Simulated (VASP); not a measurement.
# RbGeF3 (Cmmm) in VASP: single point with r2SCAN

Aim: the single point of RbGeF3 with r2SCAN.

Program: VASP 6.6.1. These are calculated values, not measurements. Logs are shortened: lines on timing, memory, paths and dates and some standing lists are left out, and cuts for length are marked.

## (1) The cell of the first run

The structure is orthorhombic, space group Cmmm (No. 65). Conventional cell: a = 6.132 Å, b = 6.382 Å, c = 4.424 Å, α = 90.00°, β = 90.00°, γ = 90.00°. Rb (site symmetry mmm) has 12 F at 3.07 to 3.19 Å and 8 Ge at 3.78 to 3.88 Å within 4.0 Å. Within 2.9 Å of Ge (site symmetry mmm) lie 6 F at 2.21 Å. F (site symmetry mmm) has 2 Ge at 2.21 Å within 2.9 Å. F (site symmetry 2/m) has 2 Ge at 2.21 Å within 2.9 Å.

## (2) Single point, r2SCAN (shear xy strain +4.0%)

Contents of POSCAR:

```
RbGeF3
1.0
    4.4243601843      0.0884872037      0.0000000000
    0.0884872037      4.4243601843      0.0000000000
    0.0000000000      0.0000000000      4.4243601843
Rb Ge F
1 1 3
Direct
    0.0000000000      0.0000000000      0.0000000000
    0.5000000000      0.5000000000      0.5000000000
    0.5000000000      0.5000000000      0.0000000000
    0.5000000000      0.0000000000      0.5000000000
    0.0000000000      0.5000000000      0.5000000000
```

Contents of INCAR.step1:

```
SYSTEM = RbGeF3
PREC = Accurate
ENCUT = 520
ISMEAR = 0
SIGMA = 0.01
LREAL = .FALSE.
LASPH = .TRUE.
NELM = 60
NBANDS = 30
GGA = PE
ALGO = Normal
EDIFF = 1E-4
LWAVE = .TRUE.
LCHARG = .FALSE.
```

Contents of INCAR.step2:

```
SYSTEM = RbGeF3
PREC = Accurate
ENCUT = 520
EDIFF = 1E-7
ISMEAR = 0
SIGMA = 0.01
LREAL = .FALSE.
LASPH = .TRUE.
NELM = 60
ALGO = Normal
ISIF = 2
LWAVE = .FALSE.
LCHARG = .FALSE.
METAGGA = R2SCAN
LMIXTAU = .TRUE.
NBANDS = 30
ISTART = 1
```

Contents of KPOINTS:

```
Automatic mesh
0
G
  6 6 6
  0 0 0
```

Potentials or basis: VASP PAW PBE potentials, release 64 (Rb_sv, Ge_d, F).

On the command line:

```
$ cat potpaw_PBE.64/Rb_sv/POTCAR potpaw_PBE.64/Ge_d/POTCAR potpaw_PBE.64/F/POTCAR > POTCAR
$ cp INCAR.step1 INCAR
$ mpirun -np 1 vasp_std > vasp.out
$ cp INCAR.step2 INCAR
$ mpirun -np 1 vasp_std > vasp.out
```

OUTCAR:

```text
SYSTEM = RbGeF3
   PREC = Accurate
   ENCUT = 520
   EDIFF = 1E-7
   ISMEAR = 0
   LREAL = .FALSE.
   LASPH = .TRUE.
   NELM = 60
   ISIF = 2
   METAGGA = R2SCAN
   ISTART = 1

 ion  position               nearest neighbor table
   1  0.000  0.000  0.000-   3 3.07   3 3.07   4 3.13   5 3.13   4 3.13   5 3.13   5 3.13   5 3.13
                             4 3.13   4 3.13   3 3.19   3 3.19   2 3.78   2 3.78   2 3.78   2 3.78
   2  0.500  0.500  0.500-   3 2.21   3 2.21   5 2.21   4 2.21   4 2.21   5 2.21   1 3.78   1 3.78
                             1 3.78   1 3.78   1 3.88   1 3.88   1 3.88   1 3.88
   3  0.500  0.500  0.000-   2 2.21   2 2.21   1 3.07   1 3.07   1 3.19   1 3.19
   4  0.500  0.000  0.500-   2 2.21   2 2.21   1 3.13   1 3.13   1 3.13   1 3.13
   5  0.000  0.500  0.500-   2 2.21   2 2.21   1 3.13   1 3.13   1 3.13   1 3.13

  LATTYP: Found a base centered orthorhombic cell.
 ALAT       =     6.1318503739
 B/A-ratio  =     1.0408163265
 C/A-ratio  =     0.7215375318

  Lattice vectors:

 A1 = (  -0.0884872037,  -4.4243601843,   0.0000000000)
 A2 = (   4.4243601843,   0.0884872037,   0.0000000000)
 A3 = (   0.0000000000,   0.0000000000,   4.4243601843)

Analysis of symmetry for initial positions (statically):
=====================================================================
 Subroutine PRICEL returns:
 Original cell was already a primitive cell.

 Routine SETGRP: Setting up the symmetry group for a
 base centered orthorhombic supercell.

 Subroutine GETGRP returns: Found  8 space group operations
 (whereof  8 operations were pure point group operations)
 out of a pool of  8 trial point group operations.

The static configuration has the point symmetry D_2h.

Analysis of symmetry for dynamics (positions and initial velocities):
=====================================================================
 Subroutine PRICEL returns:
 Original cell was already a primitive cell.

 Routine SETGRP: Setting up the symmetry group for a
 base centered orthorhombic supercell.

 Subroutine GETGRP returns: Found  8 space group operations
 (whereof  8 operations were pure point group operations)
 out of a pool of  8 trial point group operations.

The dynamic configuration has the point symmetry D_2h.

 Subroutine INISYM returns: Found  8 space group operations
 (whereof  8 operations are pure point group operations),
 and found     1 'primitive' translations

----------------------------------------------------------------------------------------

                                     Primitive cell

  volume of cell :      86.5720

  direct lattice vectors                    reciprocal lattice vectors
     4.424360184  0.088487204  0.000000000     0.226111826 -0.004522237  0.000000000
     0.088487204  4.424360184  0.000000000    -0.004522237  0.226111826  0.000000000
     0.000000000  0.000000000  4.424360184     0.000000000  0.000000000  0.226021381

  length of vectors
     4.425244968  4.425244968  4.424360184     0.226157044  0.226157044  0.226021381

  position of ions in fractional coordinates (direct lattice)
     0.000000000  0.000000000  0.000000000
     0.500000000  0.500000000  0.500000000
     0.500000000  0.500000000  0.000000000
     0.500000000  0.000000000  0.500000000
     0.000000000  0.500000000  0.500000000

  ion indices of the primitive-cell ions
   primitive index   ion index
                 1           1
                 2           2
                 3           3
                 4           4
                 5           5

----------------------------------------------------------------------------------------

 KPOINTS: Automatic mesh

Automatic generation of k-mesh.
 Grid dimensions read from file:
 generate k-points for:    6    6    6

 Generating k-lattice:

  Cartesian coordinates                     Fractional coordinates (reciprocal lattice)
     0.037685304 -0.000753706  0.000000000     0.166666667  0.000000000  0.000000000
    -0.000753706  0.037685304  0.000000000     0.000000000  0.166666667  0.000000000
     0.000000000  0.000000000  0.037670230     0.000000000  0.000000000  0.166666667

  Length of vectors
     0.037692841  0.037692841  0.037670230

  Shift w.r.t. Gamma in fractional coordinates (k-lattice)
     0.000000000  0.000000000  0.000000000

 Subroutine IBZKPT returns following result:
 ===========================================

 Found     52 irreducible k-points:

 Following reciprocal coordinates:
            Coordinates               Weight
  0.000000  0.000000  0.000000      1.000000
  0.166667 -0.000000  0.000000      4.000000
  0.333333  0.000000  0.000000      4.000000
  0.500000  0.000000  0.000000      2.000000
  0.166667  0.166667  0.000000      2.000000
  0.333333  0.166667  0.000000      4.000000
[... 16 lines left out ...]
  0.333333  0.333333  0.166667      4.000000
  0.500000  0.333333  0.166667      8.000000
 [... further k-points ...]
   k-points           NKPTS =     52   k-points in BZ     NKDIM =     52   number of bands    NBANDS=     30
   number of dos      NEDOS =    301   number of ions     NIONS =      5
   total plane-waves  NPLWV =  46656
   dimension x,y,z NGX =    36 NGY =   36 NGZ =   36
   dimension x,y,z NGXF=    72 NGYF=   72 NGZF=   72
   ions per type =               1   1   3
   NGX,Y,Z   is equivalent  to a cutoff of  13.52, 13.52, 13.53 a.u.
   NGXF,Y,Z  is equivalent  to a cutoff of  27.05, 27.05, 27.05 a.u.
 SYSTEM =  RbGeF3
   PREC   = accura    normal or accurate (medium, high low for compatibility)
   ISTART =      1    job   : 0-new  1-cont  2-samecut
   ICHARG =      0    charge: 1-file 2-atom 10-const
   ISPIN  =      1    spin polarized calculation?
   LNONCOLLINEAR =      F non collinear calculations
   LSORBIT =      F    spin-orbit coupling
   LASPH  =      T    aspherical Exc in radial PAW
   ENCUT  =  520.0 eV  38.22 Ry    6.18 a.u.   8.23  8.23  8.23*2*pi/ulx,y,z
   NELM   =     60;   NELMIN=  2; NELMDL=  0     # of ELM steps
   EDIFF  = 0.1E-06   stopping-criterion for ELM
   LREAL  =      F    real-space projection
   EDIFFG = 0.1E-05   stopping-criterion for IOM
   NSW    =      0    number of steps for IOM
   IBRION =     -1    ionic relax: 0-MD 1-quasi-New 2-CG
   NFREE  =      0    steps in history (QN), initial steepest desc. (CG)
   ISIF   =      2    stress and relaxation
   ISYM   =      2    0-nonsym 1-usesym 2-fastsym
   POTIM  = 0.5000    time-step for ionic-motion
   TEBEG  =    0.0;   TEEND  =   0.0 temperature during run
   PSTRESS=    0.0 pullay stress
   NELECT =      44.0000    total number of electrons
   NUPDOWN=      -1.0000    fix difference up-down
   EMIN   =  10.00;   EMAX   =-10.00  energy-range for DOS
   EFERMI =   0.00;   METHOD = LEGACY
   ISMEAR =     0;   SIGMA  =   0.01  broadening in eV -4-tet -1-fermi 0-gaus
   EFERMI_NEDOS =   21; number of points for ismear=-14 and -15
   IALGO  =     38    algorithm
   IMIX   =      4    mixing-type and parameters
     AMIX     =   0.40;   BMIX     =  1.00
     AMIX_MAG =   1.60;   BMIX_MAG =  1.00
  volume/ion in A,a.u.               =      17.31       116.84
  Fermi-wavevector in a.u.,A,eV,Ry     =   1.306471  2.468873 23.223334  1.706867
  Thomas-Fermi vector in A             =   2.437271
   LORBIT       =      0    0 simple, 1 ext, 2 COOP (PROOUT), +10 PAW based schemes
   METAGGA = R2SCAN    functional components
   LHFCALC =     F    Hartree Fock is set to
   AEXX    =    0.0000 exact exchange contribution
   IVDW    =     0    specifies the selected vdW correction
   LEPSILON=     F    determine dielectric tensor
   LRPA    =     F    only Hartree local field effects (RPA)
 non-spin polarized calculation
 Gauss-broadening in eV      SIGMA  =   0.01
  energy-cutoff  :      520.00
  volume of cell :       86.57
 maximum number of plane-waves:      2354
 NGX is ok and might be reduce to    36
   NGX = 17   NGY = 17   NGZ = 17

 number of electron      43.9999979 magnetization

 Free energy of the ion-electron system (eV)
  ---------------------------------------------------
  ext. energy  EPLUGINS =         0.00000000
  ---------------------------------------------------
  free energy    TOTEN  =       -49.24387657 eV

  energy without entropy =      -49.24387657  energy(sigma->0) =      -49.24387657

 E-fermi :   2.5448     XC(G=0):  -9.6619

 val. band max:        2.3848737843   @ k =   0.5000   0.5000   0.5000
 cond. band min:       4.2986060536   @ k =   0.5000   0.5000   0.5000
 fundamental gap:      1.9137322692
 Fermi energy:         2.5448263909

 k-point     1 :       0.0000    0.0000    0.0000
  band No.  band energies     occupation
      1     -25.6811      2.00000
      2     -23.9759      2.00000
      3     -23.9730      2.00000
      4     -23.6693      2.00000
      5     -23.6682      2.00000
      6     -23.6663      2.00000
[... 22 lines left out ...]
     29       9.8338      0.00000
     30       9.9841      0.00000

 k-point     2 :       0.1667   -0.0000    0.0000
  band No.  band energies     occupation
      1     -25.6744      2.00000
      2     -23.9751      2.00000
      3     -23.9407      2.00000
      4     -23.6694      2.00000
      5     -23.6683      2.00000
      6     -23.6664      2.00000
[... 22 lines left out ...]
     29      10.0795      0.00000
     30      10.4266      0.00000

 k-point     3 :       0.3333    0.0000    0.0000
  band No.  band energies     occupation
      1     -25.6609      2.00000
      2     -23.9748      2.00000
      3     -23.8740      2.00000
      4     -23.6697      2.00000
      5     -23.6685      2.00000
      6     -23.6666      2.00000
[... 22 lines left out ...]
     29      10.4530      0.00000
     30      11.2490      0.00000

 k-point     4 :       0.5000    0.0000    0.0000
  band No.  band energies     occupation
      1     -25.6540      2.00000
      2     -23.9746      2.00000
      3     -23.8411      2.00000
      4     -23.6698      2.00000
      5     -23.6685      2.00000
      6     -23.6667      2.00000
[... 616 lines left out ...]
     29      10.3880      0.00000
     30      10.4575      0.00000

 k-point    23 :       0.3333    0.3333    0.1667
  band No.  band energies     occupation
      1     -25.6442      2.00000
      2     -23.8881      2.00000
      3     -23.7843      2.00000
      4     -23.6702      2.00000
      5     -23.6690      2.00000
      6     -23.6673      2.00000
[... 22 lines left out ...]
     29      10.2775      0.00000
     30      10.3860      0.00000

 k-point    24 :       0.5000    0.3333    0.1667
  band No.  band energies     occupation
      1     -25.6393      2.00000
      2     -23.8821      2.00000
      3     -23.7401      2.00000
      4     -23.6703      2.00000
      5     -23.6691      2.00000
      6     -23.6674      2.00000
[... 22 lines left out ...]
     29      10.5109      0.00000
     30      10.7638      0.00000

 [... further k-points ...]

------------------------ aborting loop because EDIFF is reached ----------------------------------------

  FORCE on cell =-STRESS in cart. coord.  units (eV):
  Direction    XX          YY          ZZ          XY          YZ          ZX
  --------------------------------------------------------------------------------------
  -------------------------------------------------------------------------------------
  Total       -0.0699012     -0.0699012     -0.0716008     -0.3600686      0.0000000      0.0000000
  in kB       -1.2936527     -1.2936527     -1.3251064     -6.6637410      0.0000000      0.0000000
  external PRESSURE =      -1.3041373 kB  Pullay stress =       0.0000000 kB

 VOLUME and BASIS-vectors are now :
 -----------------------------------------------------------------------------
  energy-cutoff  :      520.00
  volume of cell :       86.57
      direct lattice vectors                 reciprocal lattice vectors
     4.424360184  0.088487204  0.000000000     0.226111826 -0.004522237  0.000000000
     0.088487204  4.424360184  0.000000000    -0.004522237  0.226111826  0.000000000
     0.000000000  0.000000000  4.424360184     0.000000000  0.000000000  0.226021381

 POSITION                                       TOTAL-FORCE (eV/Angst)
 -----------------------------------------------------------------------------------
      0.00000      0.00000      0.00000        -0.000000      0.000000      0.000000
      2.25642      2.25642      2.21218         0.000000      0.000000      0.000000
      2.25642      2.25642      0.00000        -0.000000      0.000000      0.000000
      2.21218      0.04424      2.21218        -0.000000      0.000000      0.000000
      0.04424      2.21218      2.21218        -0.000000      0.000000      0.000000
 -----------------------------------------------------------------------------------
    total drift:                                0.000000      0.000000      0.000000

  FREE ENERGIE OF THE ION-ELECTRON SYSTEM (eV)
  ---------------------------------------------------
  free  energy   TOTEN  =       -49.2438765743 eV

  energy  without entropy=      -49.2438765743  energy(sigma->0) =      -49.24387657
```

Run time: 6.7 min. Hardware: 1 thread of Intel Xeon Platinum 8259CL at 2.50GHz (Skylake/Cascade Lake), shared host; peak memory 0.3 GiB.

What came out:

| Item | Value |
| --- | --- |
| Free energy | -49.2439 eV |
| Pressure | -0.1 GPa |
| Band gap on the k mesh | 1.91 eV |

Stress tensor (GPa, compression positive):
```
-0.13 -0.67  0.00
-0.67 -0.13  0.00
 0.00  0.00 -0.13
```

Caveat: the cell differs from its parent crystal (shear xy strain +4.0%); the PAW data sets were made with another functional, which shifts forces and pressure a little. A k mesh can miss the band edges.
